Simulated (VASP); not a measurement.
# BAs2 (P-3m1) in VASP: further runs

The runs below take BAs2 through single point, with PBE.

All numbers are computed with VASP 6.6.1; they aren't measurements. Logs are shortened: lines on timing, memory, paths and dates and some standing lists are left out, and cuts for length are marked.

## 1. The cell of the first run

The structure is trigonal, space group P-3m1 (No. 164). Conventional cell: a = 3.294 Å, b = 3.294 Å, c = 5.504 Å, α = 90.00°, β = 90.00°, γ = 120.00°. Within 3.1 Å of B (site symmetry -3m) lie 6 As at 2.35 Å. As (site symmetry 3m) has 3 B at 2.35 Å within 3.1 Å.

## 2. Single point, PBE

Contents of INCAR:

```
PREC = Accurate
ENCUT = 520
EDIFF = 1E-7
ISMEAR = 0
SIGMA = 0.1
LREAL = False
LASPH = True
NELM = 60
ALGO = Normal
ISIF = 2
LWAVE = False
LCHARG = False
GGA = PE
NBANDS = 14
```

Contents of KPOINTS:

```
regular mesh
0
Gamma
  6 6 4
```

Contents of POSCAR:

```
BAs2
1.0
    3.2942500900      0.0000000000      0.0000000000
   -1.6471250500      2.8529042700      0.0000000000
    0.0000000000      0.0000000000      5.5040070300
B As
1 2
Direct
    0.0000000000      0.0000000000      0.0000000000
    0.3333333300      0.6666666700      0.2500000000
    0.6666666700      0.3333333300      0.7500000000
```

Potentials or basis: VASP PAW PBE potentials, release 64 (B, As).

Command:

```bash
> cat potpaw_PBE.64/B/POTCAR potpaw_PBE.64/As/POTCAR > POTCAR
> mpirun -np 1 vasp_std > vasp.out
```

OUTCAR:

```text
PREC = Accurate
   ENCUT = 520
   EDIFF = 1E-7
   ISMEAR = 0
   LREAL = False
   LASPH = True
   NELM = 60
   ISIF = 2
   GGA = PE

 ion  position               nearest neighbor table
   1  0.000  0.000  0.000-   2 2.35   3 2.35   3 2.35   2 2.35   3 2.35   2 2.35
   2  0.333  0.667  0.250-   1 2.35   1 2.35   1 2.35
   3  0.667  0.333  0.750-   1 2.35   1 2.35   1 2.35

  LATTYP: Found a hexagonal cell.
 ALAT       =     3.2942500900
 C/A-ratio  =     1.6707921013

  Lattice vectors:

 A1 = (   3.2942500900,   0.0000000000,   0.0000000000)
 A2 = (  -1.6471250500,   2.8529042700,   0.0000000000)
 A3 = (   0.0000000000,   0.0000000000,   5.5040070300)

Analysis of symmetry for initial positions (statically):
=====================================================================
 Subroutine PRICEL returns:
 Original cell was already a primitive cell.

 Routine SETGRP: Setting up the symmetry group for a
 hexagonal supercell.

 Subroutine GETGRP returns: Found 12 space group operations
 (whereof 12 operations were pure point group operations)
 out of a pool of 24 trial point group operations.

The static configuration has the point symmetry D_3d.

Analysis of symmetry for dynamics (positions and initial velocities):
=====================================================================
 Subroutine PRICEL returns:
 Original cell was already a primitive cell.

 Routine SETGRP: Setting up the symmetry group for a
 hexagonal supercell.

 Subroutine GETGRP returns: Found 12 space group operations
 (whereof 12 operations were pure point group operations)
 out of a pool of 24 trial point group operations.

The dynamic configuration has the point symmetry D_3d.

 Subroutine INISYM returns: Found 12 space group operations
 (whereof 12 operations are pure point group operations),
 and found     1 'primitive' translations

----------------------------------------------------------------------------------------

                                     Primitive cell

  volume of cell :      51.7276

  direct lattice vectors                    reciprocal lattice vectors
     3.294250090  0.000000000  0.000000000     0.303559224  0.175260000  0.000000000
    -1.647125050  2.852904270  0.000000000     0.000000000  0.350519998  0.000000000
     0.000000000  0.000000000  5.504007030     0.000000000  0.000000000  0.181685814

  length of vectors
     3.294250090  3.294250097  5.504007030     0.350519999  0.350519998  0.181685814

  position of ions in fractional coordinates (direct lattice)
     0.000000000  0.000000000  0.000000000
     0.333333330  0.666666670  0.250000000
     0.666666670  0.333333330  0.750000000

  ion indices of the primitive-cell ions
   primitive index   ion index
                 1           1
                 2           2
                 3           3

----------------------------------------------------------------------------------------

 KPOINTS: regular mesh

Automatic generation of k-mesh.
 Grid dimensions read from file:
 generate k-points for:    6    6    4

 Generating k-lattice:

  Cartesian coordinates                     Fractional coordinates (reciprocal lattice)
     0.050593204  0.029210000  0.000000000     0.166666667 -0.000000000  0.000000000
     0.000000000  0.058420000  0.000000000     0.000000000  0.166666667  0.000000000
     0.000000000  0.000000000  0.045421454     0.000000000  0.000000000  0.250000000

  Length of vectors
     0.058420000  0.058420000  0.045421454

  Shift w.r.t. Gamma in fractional coordinates (k-lattice)
     0.000000000  0.000000000  0.000000000

 Subroutine IBZKPT returns following result:
 ===========================================

 Found     24 irreducible k-points:

 Following reciprocal coordinates:
            Coordinates               Weight
  0.000000  0.000000  0.000000      1.000000
  0.166667 -0.000000  0.000000      6.000000
  0.333333 -0.000000  0.000000      6.000000
  0.500000 -0.000000  0.000000      3.000000
  0.166667  0.166667  0.000000      6.000000
  0.333333  0.166667  0.000000     12.000000
[... 16 lines left out ...]
  0.333333  0.166667  0.500000     12.000000
  0.333333  0.333333  0.500000      2.000000
   k-points           NKPTS =     24   k-points in BZ     NKDIM =     24   number of bands    NBANDS=     14
   number of dos      NEDOS =    301   number of ions     NIONS =      3
   total plane-waves  NPLWV =  32928
   dimension x,y,z NGX =    28 NGY =   28 NGZ =   42
   dimension x,y,z NGXF=    56 NGYF=   56 NGZF=   84
   ions per type =               1   2
   NGX,Y,Z   is equivalent  to a cutoff of  14.13, 14.13, 12.69 a.u.
   NGXF,Y,Z  is equivalent  to a cutoff of  28.26, 28.26, 25.37 a.u.
 SYSTEM =  unknown system
   PREC   = accura    normal or accurate (medium, high low for compatibility)
   ISTART =      0    job   : 0-new  1-cont  2-samecut
   ICHARG =      2    charge: 1-file 2-atom 10-const
   ISPIN  =      1    spin polarized calculation?
   LNONCOLLINEAR =      F non collinear calculations
   LSORBIT =      F    spin-orbit coupling
   LASPH  =      T    aspherical Exc in radial PAW
   ENCUT  =  520.0 eV  38.22 Ry    6.18 a.u.   6.13  6.13 10.23*2*pi/ulx,y,z
   NELM   =     60;   NELMIN=  2; NELMDL= -5     # of ELM steps
   EDIFF  = 0.1E-06   stopping-criterion for ELM
   LREAL  =      F    real-space projection
   EDIFFG = 0.1E-05   stopping-criterion for IOM
   NSW    =      0    number of steps for IOM
   IBRION =     -1    ionic relax: 0-MD 1-quasi-New 2-CG
   NFREE  =      0    steps in history (QN), initial steepest desc. (CG)
   ISIF   =      2    stress and relaxation
   ISYM   =      2    0-nonsym 1-usesym 2-fastsym
   POTIM  = 0.5000    time-step for ionic-motion
   TEBEG  =    0.0;   TEEND  =   0.0 temperature during run
   PSTRESS=    0.0 pullay stress
   NELECT =      13.0000    total number of electrons
   NUPDOWN=      -1.0000    fix difference up-down
   EMIN   =  10.00;   EMAX   =-10.00  energy-range for DOS
   EFERMI =   0.00;   METHOD = LEGACY
   ISMEAR =     0;   SIGMA  =   0.10  broadening in eV -4-tet -1-fermi 0-gaus
   EFERMI_NEDOS =   21; number of points for ismear=-14 and -15
   IALGO  =     38    algorithm
   IMIX   =      4    mixing-type and parameters
     AMIX     =   0.40;   BMIX     =  1.00
     AMIX_MAG =   1.60;   BMIX_MAG =  1.00
  volume/ion in A,a.u.               =      17.24       116.36
  Fermi-wavevector in a.u.,A,eV,Ry     =   1.033114  1.952303 14.521840  1.067325
  Thomas-Fermi vector in A             =   2.167345
   LORBIT       =      0    0 simple, 1 ext, 2 COOP (PROOUT), +10 PAW based schemes
   GGA     = PE    functional components
   LHFCALC =     F    Hartree Fock is set to
   AEXX    =    0.0000 exact exchange contribution
   IVDW    =     0    specifies the selected vdW correction
   LEPSILON=     F    determine dielectric tensor
   LRPA    =     F    only Hartree local field effects (RPA)
 non-spin polarized calculation
 Gauss-broadening in eV      SIGMA  =   0.10
  energy-cutoff  :      520.00
  volume of cell :       51.73
 maximum number of plane-waves:      1416
 NGX is ok and might be reduce to    28
   NGX = 13   NGY = 13   NGZ = 21

 number of electron      12.9999999 magnetization

 Free energy of the ion-electron system (eV)
  ---------------------------------------------------
  ext. energy  EPLUGINS =         0.00000000
  ---------------------------------------------------
  free energy    TOTEN  =       -13.93200448 eV

  energy without entropy =      -13.92433090  energy(sigma->0) =      -13.92816769

 E-fermi :   4.9906     XC(G=0): -10.2936

 val. band max:        4.9131833412   @ k =   0.0000   0.0000   0.2500
 cond. band min:       5.0591365826   @ k =   0.1667  -0.0000   0.0000
 fundamental gap:      0.1459532414
 Fermi energy:         4.9906059540

 k-point     1 :       0.0000    0.0000    0.0000
  band No.  band energies     occupation
      1      -9.2823      2.00000
      2      -6.1049      2.00000
      3      -1.8404      2.00000
      4       5.7705      0.00000
      5       5.7705      0.00000
      6       6.6984      0.00000
      7       7.1714      0.00000
      8       7.1714      0.00000
      9       9.4842      0.00000
     10      10.6621      0.00000
     11      10.6621      0.00000
     12      10.7115      0.00000
     13      14.2128      0.00000
     14      14.7570      0.00000

 k-point     2 :       0.1667   -0.0000    0.0000
  band No.  band energies     occupation
      1      -8.8352      2.00000
      2      -5.7302      2.00000
      3      -1.4278      2.00000
      4       2.9327      2.00000
      5       4.5714      2.00000
      6       5.0591      0.33246
      7       7.0542      0.00000
      8       7.7115      0.00000
      9       8.9959      0.00000
     10      10.5311      0.00000
     11      10.8565      0.00000
     12      11.4028      0.00000
     13      13.3927      0.00000
     14      14.8046      0.00000

 k-point     3 :       0.3333   -0.0000    0.0000
  band No.  band energies     occupation
      1      -7.5431      2.00000
      2      -4.8981      2.00000
      3      -0.8920      2.00000
      4       0.2457      2.00000
      5       2.2355      2.00000
      6       3.3688      2.00000
      7       5.3721      0.00000
      8       7.3115      0.00000
      9       7.7069      0.00000
     10       9.9092      0.00000
     11      10.4897      0.00000
     12      11.4804      0.00000
     13      12.9703      0.00000
     14      16.2580      0.00000

 k-point     4 :       0.5000   -0.0000    0.0000
  band No.  band energies     occupation
      1      -6.0217      2.00000
      2      -5.2020      2.00000
      3      -1.5281      2.00000
      4       0.0664      2.00000
      5       1.6557      2.00000
      6       2.9376      2.00000
      7       3.4661      2.00000
      8       7.0134      0.00000
      9       7.4891      0.00000
     10       9.4802      0.00000
     11      10.3738      0.00000
     12      11.1419      0.00000
     13      13.5508      0.00000
     14      17.0910      0.00000

 k-point     5 :       0.1667    0.1667    0.0000
  band No.  band energies     occupation
      1      -7.9619      2.00000
      2      -5.0889      2.00000
      3      -0.7574      2.00000
      4       1.2326      2.00000
      5       1.5772      2.00000
      6       4.6753      1.99999
      7       5.2633      0.00012
      8       6.8098      0.00000
      9       8.5410      0.00000
     10       9.5414      0.00000
     11      11.8411      0.00000
[... 276 lines left out ...]
 k-point    22 :       0.1667    0.1667    0.5000
  band No.  band energies     occupation
      1      -7.4961      2.00000
      2      -6.1792      2.00000
      3       0.4689      2.00000
      4       1.5945      2.00000
      5       2.6414      2.00000
      6       3.1848      2.00000
      7       5.0850      0.18212
      8       5.1288      0.05072
      9       9.5981      0.00000
     10       9.9482      0.00000
     11      11.6456      0.00000
     12      12.7035      0.00000
     13      12.9447      0.00000
     14      14.7368      0.00000

 k-point    23 :       0.3333    0.1667    0.5000
  band No.  band energies     occupation
      1      -5.9810      2.00000
      2      -5.1291      2.00000
      3      -1.7404      2.00000
      4      -0.2393      2.00000
      5       1.4280      2.00000
      6       2.6138      2.00000
      7       5.5580      0.00000
      8       5.8423      0.00000
      9       8.1793      0.00000
     10       9.3790      0.00000
     11      10.8859      0.00000
     12      12.0548      0.00000
     13      12.7464      0.00000
     14      14.0756      0.00000

 k-point    24 :       0.3333    0.3333    0.5000
  band No.  band energies     occupation
      1      -4.9141      2.00000
      2      -4.9141      2.00000
      3      -2.1836      2.00000
      4       0.1498      2.00000
      5       0.1498      2.00000
      6       0.5673      2.00000
      7       6.3777      0.00000
      8       6.3777      0.00000
      9       9.1172      0.00000
     10       9.5337      0.00000
     11       9.8105      0.00000
     12       9.8105      0.00000
     13      15.6730      0.00000
     14      15.6730      0.00000

------------------------ aborting loop because EDIFF is reached ----------------------------------------

  FORCE on cell =-STRESS in cart. coord.  units (eV):
  Direction    XX          YY          ZZ          XY          YZ          ZX
  --------------------------------------------------------------------------------------
  -------------------------------------------------------------------------------------
  Total       -1.8071852     -1.8071853     -5.6763551      0.0000000      0.0000000      0.0000000
  in kB      -55.9745369    -55.9745371   -175.8155954      0.0000001      0.0000000      0.0000000
  external PRESSURE =     -95.9215564 kB  Pullay stress =       0.0000000 kB

 VOLUME and BASIS-vectors are now :
 -----------------------------------------------------------------------------
  energy-cutoff  :      520.00
  volume of cell :       51.73
      direct lattice vectors                 reciprocal lattice vectors
     3.294250090  0.000000000  0.000000000     0.303559224  0.175260000  0.000000000
    -1.647125050  2.852904270  0.000000000     0.000000000  0.350519998  0.000000000
     0.000000000  0.000000000  5.504007030     0.000000000  0.000000000  0.181685814

 POSITION                                       TOTAL-FORCE (eV/Angst)
 -----------------------------------------------------------------------------------
      0.00000      0.00000      0.00000        -0.000000      0.000000      0.000000
     -0.00000      1.90194      1.37600        -0.000000      0.000000     -1.275535
      1.64713      0.95097      4.12801         0.000000      0.000000      1.275535
 -----------------------------------------------------------------------------------
    total drift:                               -0.000000      0.000000      0.000000

  FREE ENERGIE OF THE ION-ELECTRON SYSTEM (eV)
  ---------------------------------------------------
  free  energy   TOTEN  =       -13.9320044762 eV

  energy  without entropy=      -13.9243309024  energy(sigma->0) =      -13.92816769
```

It took 14 s on 1 thread of Intel Xeon Platinum 8375C at 2.90GHz (Ice Lake), shared host; peak memory 0.17 GiB.

What came out:

```yaml
Free_energy: -13.9320 eV
Pressure: -9.6 GPa
Largest_force: 1.276 eV/Å
```

Forces in eV/Å, atoms in the order of the input:
```
B    0.000  0.000  0.000
As   0.000  0.000 -1.276
As   0.000  0.000  1.276
```

Stress tensor (GPa, compression positive):
```
 -5.60   0.00   0.00
  0.00  -5.60   0.00
  0.00   0.00 -17.58
```

Levels at points of the mesh, in eV from the Fermi level:
```csv
k point,band 3,band 4,band 5,band 6,band 7,band 8,band 9,band 10
"(0.00, 0.00, 0.00)",-6.83,0.78,0.78,1.71,2.18,2.18,4.49,5.67
"(0.50, 0.00, 0.00)",-6.52,-4.92,-3.33,-2.05,-1.52,2.02,2.50,4.49
"(0.00, 0.00, 0.50)",-3.49,-2.57,0.74,0.74,2.57,2.57,4.87,4.87
"(0.50, 0.00, 0.50)",-7.34,-5.95,-1.78,-1.03,0.25,0.95,1.68,3.41
```

Caveat: the k points lie up to 0.37 Å⁻¹ apart; forces of over 1 eV/Å act on the atoms, so gaps and moduli don't describe the material at rest.

## 3. Single point, PBE

This run uses another cell than the first one, of 15.02 Å³/atom, 0.871 times its volume.

Contents of INCAR:

```
  PREC = Accurate
  ENCUT = 520
  EDIFF = 1E-6
  ISMEAR = 0
  SIGMA = 0.1
  LREAL = False
  LASPH = True
  NELM = 60
  ALGO = Normal
  ISIF = 2
  LWAVE = False
  LCHARG = True
  GGA = PE
  LELF = True
  LVHAR = True
  NBANDS = 14
```

Contents of KPOINTS:

```
regular mesh
0
Gamma
  18 18 10
```

Contents of POSCAR:

```
BAs2
1.0
    3.3289786864      0.0000000000      0.0000000000
   -1.6644893432      2.8829801111      0.0000000000
    0.0000000000      0.0000000000      4.6938091542
B As
1 2
Direct
    0.0000000000      0.0000000000      0.0000000000
    0.3333333333      0.6666666667      0.2584308738
    0.6666666667      0.3333333333      0.7415691262
```

Potentials or basis: VASP PAW PBE potentials, release 64 (B, As).

Command:

```bash
> cat potpaw_PBE.64/B/POTCAR potpaw_PBE.64/As/POTCAR > POTCAR
> mpirun -np 1 vasp_std > vasp.out
```

It took 2.1 min on 1 thread of Intel Xeon Platinum 8375C at 2.90GHz (Ice Lake), shared host; peak memory 0.33 GiB.

The run converged. Its results:

```
Free energy   : -14.3938 eV
Pressure      : 0.3 GPa
Largest force : 0.027 eV/Å
```

Forces on the atoms (eV/Å):
```
B    0.000  0.000  0.000
As   0.000  0.000  0.027
As   0.000  0.000 -0.027
```

Levels at points of the mesh, in eV from the Fermi level:
```tsv
k point	band 3	band 4	band 5	band 6	band 7	band 8	band 9	band 10
(0.00, 0.00, 0.00)	-7.40	-0.43	-0.43	0.82	0.82	3.26	3.99	5.42
(0.50, 0.00, 0.00)	-6.42	-4.74	-4.04	-3.55	-1.96	1.92	2.39	4.90
(0.00, 0.00, 0.50)	-1.71	-1.40	-0.45	-0.45	1.71	1.71	3.98	3.98
(0.50, 0.00, 0.50)	-8.39	-7.05	-2.94	-0.49	-0.29	-0.07	3.67	4.74
```

## 4. Single point, PBE

This run uses another cell than the first one, of 15.02 Å³/atom, 0.871 times its volume.

Contents of INCAR:

```
SYSTEM = BAs2
PREC     = Accurate       ! precision mode
ENCUT    = 520            ! plane-wave cutoff, eV
EDIFF    = 1E-6           ! SCF threshold, eV
ISMEAR   = 0              ! smearing method
SIGMA    = 0.1            ! smearing width, eV
LREAL    = .FALSE.        ! projectors in reciprocal space
LASPH    = .TRUE.         ! aspherical terms in the spheres
NELM     = 60             ! most SCF steps
ALGO     = Normal         ! electronic algorithm
ISIF     = 2              ! what is computed and relaxed
LWAVE    = .FALSE.        ! write WAVECAR
LCHARG   = .TRUE.         ! write CHGCAR
GGA      = PE             ! functional
LELF     = .TRUE.         ! ELF
LVHAR    = .TRUE.       
NBANDS   = 14             ! bands
```

Contents of KPOINTS:

```
regular mesh
0
G
  18 18 10
  0 0 0
```

POSCAR is that of step 3.

Command:

```bash
> cat potpaw_PBE.64/B/POTCAR potpaw_PBE.64/As/POTCAR > POTCAR
> mpirun -np 1 vasp_std > vasp.out
```

Wall time 2.1 min (1 thread of Intel Xeon Platinum 8375C at 2.90GHz (Ice Lake), shared host); peak memory 0.33 GiB.

Results (log left out):

```yaml
Free_energy: -14.3938 eV
Pressure: 0.3 GPa
Largest_force: 0.027 eV/Å
```

Forces in eV/Å, atoms in the order of the input:
```
B    0.000  0.000  0.000
As   0.000  0.000  0.027
As   0.000  0.000 -0.027
```

Levels at points of the mesh, in eV from the Fermi level:
```csv
k point,band 2,band 3,band 4,band 5,band 6,band 7,band 8,band 9,band 10,band 11
"(0.00, 0.00, 0.00)",-10.41,-7.40,-0.43,-0.43,0.82,0.82,3.26,3.99,5.42,6.07
"(0.50, 0.00, 0.00)",-11.10,-6.42,-4.74,-4.04,-3.55,-1.96,1.92,2.39,4.90,4.98
"(0.00, 0.00, 0.50)",-13.24,-1.71,-1.40,-0.45,-0.45,1.71,1.71,3.98,3.98,4.38
"(0.50, 0.00, 0.50)",-11.04,-8.39,-7.05,-2.94,-0.49,-0.29,-0.07,3.67,4.74,6.67
```
